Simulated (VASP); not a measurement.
Sn, 4 atoms in the cell. It takes space group Fd-3m (No. 227, cubic). Conventional cell: a = 6.475 Å, b = 6.475 Å, c = 6.475 Å, α = 90.00°, β = 90.00°, γ = 90.00°. Within 3.7 Å of Sn (site symmetry -43m) lie 4 Sn at 2.80 Å. This isn't the form of Sn at room conditions, which is tetragonal (white tin). This cell differs from its parent crystal: equal strain along all axes, cell held: -1.0 %.

| Property | Result |
| --- | --- |
| Program | VASP 6.6.1 |
| Task | single point |
| Functional | PBEsol |
| Potentials or basis | VASP PAW PBE potentials, release 64 (Sn_d) |
| Cutoff | 520 eV |
| k mesh | 12 × 12 × 8 |
| Occupations | gaussian, width 0.1 eV |
| Spin | no spin polarisation |
| Dipole correction | no |
| Further INCAR settings | ALGO = Fast; EDIFF = 1e-07; NBANDS = 36 |

Potentials or basis: VASP PAW PBE potentials, release 64 (Sn_d).

Run with:

```bash
$ cat potpaw_PBE.64/Sn_d/POTCAR > POTCAR
$ mpirun -np 1 vasp_std > vasp.out
```

Hardware: 1 thread of Intel(R) Xeon(R) 6975P-C (Granite Rapids) (shared host).

Q: How long does it take, and how much memory?

A: Run time: 5 min on 1 thread of Intel(R) Xeon(R) 6975P-C (Granite Rapids), on a shared host, peak memory 0.58 GiB. Counts: scf iterations 15, k points 140.
